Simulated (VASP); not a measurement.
# CaSe (Fm-3m) in VASP: settings compared, part 2 of 2

VASP 6.6.1. The steps go on from the part before.

## 3. Single point, r2SCAN50

Contents of POSCAR:

```
CaSe
1.0
    0.0000000000      2.9559985193      2.9559985193
    2.9559985193      0.0000000000      2.9559985193
    2.9559985193      2.9559985193      0.0000000000
Ca Se
1 1
Direct
    0.5000000000      0.5000000000      0.5000000000
    0.0000000000      0.0000000000      0.0000000000
```

Contents of INCAR.step1:

```
PREC     = Accurate       # precision mode
ENCUT    = 520            # plane-wave cutoff, eV
EDIFF    = 1E-5           # SCF threshold, eV
ISMEAR   = 0              # smearing method
SIGMA    = 0.05           # smearing width, eV
LREAL    = F              # projectors in reciprocal space
LASPH    = T              # aspherical terms in the spheres
NELM     = 80             # most SCF steps
ALGO     = Normal         # electronic algorithm
ISIF     = 2              # what is computed and relaxed
LWAVE    = T              # write WAVECAR
LCHARG   = F              # write CHGCAR
GGA      = PE             # functional
NBANDS   = 15             # bands
```

Contents of INCAR.step2:

```
PREC     = Accurate       # precision mode
ENCUT    = 520            # plane-wave cutoff, eV
EDIFF    = 1E-6           # SCF threshold, eV
ISMEAR   = 0              # smearing method
SIGMA    = 0.05           # smearing width, eV
LREAL    = F              # projectors in reciprocal space
LASPH    = T              # aspherical terms in the spheres
NELM     = 80             # most SCF steps
ALGO     = Normal         # electronic algorithm
ISIF     = 2              # what is computed and relaxed
LWAVE    = F              # write WAVECAR
LCHARG   = F              # write CHGCAR
METAGGA  = R2SCAN         # meta-GGA
LHFCALC  = T              # exact exchange
AEXX     = 0.5            # exact-exchange fraction
LMIXTAU  = T            
PRECFOCK = Normal       
ISTART   = 1            
NBANDS   = 15             # bands
```

Contents of KPOINTS:

```
regular mesh
0
Gamma
  4 4 4
```

Potentials or basis: VASP PAW PBE potentials, release 64 (Ca_sv, Se).

The run is started by

```console
> cat potpaw_PBE.64/Ca_sv/POTCAR potpaw_PBE.64/Se/POTCAR > POTCAR
> cp INCAR.step1 INCAR
> mpirun -np 1 vasp_std > vasp.out
> cp INCAR.step2 INCAR
> mpirun -np 1 vasp_std > vasp.out
```

OUTCAR:

```text
PREC = Accurate
   ENCUT = 520
   EDIFF = 1E-6
   ISMEAR = 0
   LREAL = F
   LASPH = T
   NELM = 80
   ISIF = 2
   METAGGA = R2SCAN
   LHFCALC = T
   AEXX = 0.5
   PRECFOCK = Normal
   ISTART = 1

 ion  position               nearest neighbor table
   1  0.500  0.500  0.500-   2 2.96   2 2.96   2 2.96   2 2.96   2 2.96   2 2.96
   2  0.000  0.000  0.000-   1 2.96   1 2.96   1 2.96   1 2.96   1 2.96   1 2.96

  LATTYP: Found a face centered cubic cell.
 ALAT       =     5.9119970386

  Lattice vectors:

 A1 = (   0.0000000000,   2.9559985193,   2.9559985193)
 A2 = (   2.9559985193,   0.0000000000,   2.9559985193)
 A3 = (   2.9559985193,   2.9559985193,   0.0000000000)

Analysis of symmetry for initial positions (statically):
=====================================================================
 Subroutine PRICEL returns:
 Original cell was already a primitive cell.

 Routine SETGRP: Setting up the symmetry group for a
 face centered cubic supercell.

 Subroutine GETGRP returns: Found 48 space group operations
 (whereof 48 operations were pure point group operations)
 out of a pool of 48 trial point group operations.

The static configuration has the point symmetry O_h .

Analysis of symmetry for dynamics (positions and initial velocities):
=====================================================================
 Subroutine PRICEL returns:
 Original cell was already a primitive cell.

 Routine SETGRP: Setting up the symmetry group for a
 face centered cubic supercell.

 Subroutine GETGRP returns: Found 48 space group operations
 (whereof 48 operations were pure point group operations)
 out of a pool of 48 trial point group operations.

The dynamic configuration has the point symmetry O_h .

 Subroutine INISYM returns: Found 48 space group operations
 (whereof 48 operations are pure point group operations),
 and found     1 'primitive' translations

----------------------------------------------------------------------------------------

                                     Primitive cell

  volume of cell :      51.6586

  direct lattice vectors                    reciprocal lattice vectors
     0.000000000  2.955998519  2.955998519    -0.169147581  0.169147581  0.169147581
     2.955998519  0.000000000  2.955998519     0.169147581 -0.169147581  0.169147581
     2.955998519  2.955998519  0.000000000     0.169147581  0.169147581 -0.169147581

  length of vectors
     4.180413196  4.180413196  4.180413196     0.292972205  0.292972205  0.292972205

  position of ions in fractional coordinates (direct lattice)
     0.500000000  0.500000000  0.500000000
     0.000000000  0.000000000  0.000000000

  ion indices of the primitive-cell ions
   primitive index   ion index
                 1           1
                 2           2

----------------------------------------------------------------------------------------

 KPOINTS: regular mesh

Automatic generation of k-mesh.
 Grid dimensions read from file:
 generate k-points for:    4    4    4

[... 32 lines left out ...]
   dimension x,y,z NGXF=    64 NGYF=   64 NGZF=   64
   ions per type =               1   1
   NGX,Y,Z   is equivalent  to a cutoff of  12.73, 12.73, 12.73 a.u.
   NGXF,Y,Z  is equivalent  to a cutoff of  25.45, 25.45, 25.45 a.u.
 SYSTEM =  unknown system
   PREC   = accura    normal or accurate (medium, high low for compatibility)
   ISTART =      1    job   : 0-new  1-cont  2-samecut
   ICHARG =      0    charge: 1-file 2-atom 10-const
   ISPIN  =      1    spin polarized calculation?
   LNONCOLLINEAR =      F non collinear calculations
   LSORBIT =      F    spin-orbit coupling
   LASPH  =      T    aspherical Exc in radial PAW
   ENCUT  =  520.0 eV  38.22 Ry    6.18 a.u.   7.77  7.77  7.77*2*pi/ulx,y,z
   NELM   =     80;   NELMIN=  2; NELMDL=  0     # of ELM steps
   EDIFF  = 0.1E-05   stopping-criterion for ELM
   LREAL  =      F    real-space projection
   EDIFFG = 0.1E-04   stopping-criterion for IOM
   NSW    =      0    number of steps for IOM
   IBRION =     -1    ionic relax: 0-MD 1-quasi-New 2-CG
   NFREE  =      0    steps in history (QN), initial steepest desc. (CG)
   ISIF   =      2    stress and relaxation
   ISYM   =      3    0-nonsym 1-usesym 2-fastsym
   POTIM  = 0.5000    time-step for ionic-motion
   TEBEG  =    0.0;   TEEND  =   0.0 temperature during run
   PSTRESS=    0.0 pullay stress
   NELECT =      16.0000    total number of electrons
   NUPDOWN=      -1.0000    fix difference up-down
   EMIN   =  10.00;   EMAX   =-10.00  energy-range for DOS
   EFERMI =   0.00;   METHOD = LEGACY
   ISMEAR =     0;   SIGMA  =   0.05  broadening in eV -4-tet -1-fermi 0-gaus
   EFERMI_NEDOS =   21; number of points for ismear=-14 and -15
   IALGO  =     38    algorithm
   IMIX   =      1    mixing-type and parameters
     AMIX     =   0.40;   BMIX     =  1.00
     AMIX_MAG =   1.60;   BMIX_MAG =  1.00
  volume/ion in A,a.u.               =      25.83       174.30
  Fermi-wavevector in a.u.,A,eV,Ry     =   1.107645  2.093146 16.692683  1.226878
  Thomas-Fermi vector in A             =   2.244162
   LORBIT       =      0    0 simple, 1 ext, 2 COOP (PROOUT), +10 PAW based schemes
   METAGGA = R2SCAN    functional components
   LHFCALC =     T    Hartree Fock is set to
   PRECFOCK=normal    Normal, Fast or Accurate (Low or Medium for compatibility)
   ENCUT4O =  -1.0   cutoff for four orbital integrals eV
   NKREDX  =     1    reduce k-point grid by
   NKREDY  =     1    reduce k-point grid by
   NKREDZ  =     1    reduce k-point grid by
   AEXX    =    0.5000 exact exchange contribution
   HFSCREEN=    0.0000 screening length (either q_TF or 0.3 A-1)
   HFSCREENC=   0.0000 screening length for correlation (either q_TF or 0.3 A-1)
   ENCUTFOCK=  -1.0 apply spherical cutoff to Coloumb kernel
   IVDW    =     0    specifies the selected vdW correction
   LEPSILON=     F    determine dielectric tensor
   LRPA    =     F    only Hartree local field effects (RPA)
 non-spin polarized calculation
 Gauss-broadening in eV      SIGMA  =   0.05
  energy-cutoff  :      520.00
  volume of cell :       51.66
 maximum number of plane-waves:      1411
  NGX = 24; NGY = 24; NGZ = 24

 number of electron      15.9999998 magnetization

 Free energy of the ion-electron system (eV)
  ---------------------------------------------------
  ext. energy  EPLUGINS =         0.00000000
  ---------------------------------------------------
  free energy    TOTEN  =       -21.53815554 eV

  energy without entropy =      -21.53815554  energy(sigma->0) =      -21.53815554

 E-fermi :   0.7349     XC(G=0):  -5.4254

 val. band max:        0.4585634500   @ k =   0.0000   0.0000   0.0000
 cond. band min:       5.9976138182   @ k =   0.5000   0.5000   0.0000
 fundamental gap:      5.5390503682
 Fermi energy:         0.7348819958

 k-point     1 :       0.0000    0.0000    0.0000
  band No.  band energies     occupation
      1     -45.9072      2.00000
      2     -23.6651      2.00000
      3     -23.6651      2.00000
      4     -23.6651      2.00000
      5     -13.7652      2.00000
      6       0.4586      2.00000
      7       0.4586      2.00000
      8       0.4586      2.00000
      9       7.3512      0.00000
     10       8.2613      0.00000
     11       8.2613      0.00000
     12       8.2613      0.00000
     13       9.0490      0.00000
     14       9.0490      0.00000
[... 113 lines left out ...]
      2     -23.7369      2.00000
      3     -23.7369      2.00000
      4     -23.7128      2.00000
      5     -12.8816      2.00000
      6      -1.9456      2.00000
      7      -1.9456      2.00000
      8      -1.4967      2.00000
      9       8.9843      0.00000
     10       8.9843      0.00000
     11       9.8892      0.00000
     12      11.1198      0.00000
     13      11.6747      0.00000
     14      13.4830      0.00000
     15      14.0408      0.00000

------------------------ aborting loop because EDIFF is reached ----------------------------------------

  FORCE on cell =-STRESS in cart. coord.  units (eV):
  Direction    XX          YY          ZZ          XY          YZ          ZX
  --------------------------------------------------------------------------------------
  -------------------------------------------------------------------------------------
  Total        0.1099019      0.1099019      0.1099019     -0.0000000     -0.0000000      0.0000000
  in kB        3.4085786      3.4085786      3.4085786     -0.0000000     -0.0000000      0.0000000
  external PRESSURE =       3.4085786 kB  Pullay stress =       0.0000000 kB

 VOLUME and BASIS-vectors are now :
 -----------------------------------------------------------------------------
  energy-cutoff  :      520.00
  volume of cell :       51.66
      direct lattice vectors                 reciprocal lattice vectors
     0.000000000  2.955998519  2.955998519    -0.169147581  0.169147581  0.169147581
     2.955998519  0.000000000  2.955998519     0.169147581 -0.169147581  0.169147581
     2.955998519  2.955998519  0.000000000     0.169147581  0.169147581 -0.169147581

 POSITION                                       TOTAL-FORCE (eV/Angst)
 -----------------------------------------------------------------------------------
      2.95600      2.95600      2.95600         0.000000     -0.000000      0.000000
      0.00000      0.00000      0.00000        -0.000000      0.000000     -0.000000
 -----------------------------------------------------------------------------------
    total drift:                               -0.000000     -0.000000     -0.000000

  FREE ENERGIE OF THE ION-ELECTRON SYSTEM (eV)
  ---------------------------------------------------
  free  energy   TOTEN  =       -21.5381555381 eV

  energy  without entropy=      -21.5381555381  energy(sigma->0) =      -21.53815554
```

Wall time 14 min (1 thread of Oxide Virtual Turin-like, shared host); peak memory 0.16 GiB.

What came out:

```
Free energy            : -21.5382 eV
Pressure               : 0.3 GPa
Band gap on the k mesh : 5.54 eV (least direct gap 6.70 eV)
```

Caveat: the k points lie up to 0.46 Å⁻¹ apart; the PAW data sets were made with another functional, which shifts forces and pressure a little. A k mesh can miss the band edges.
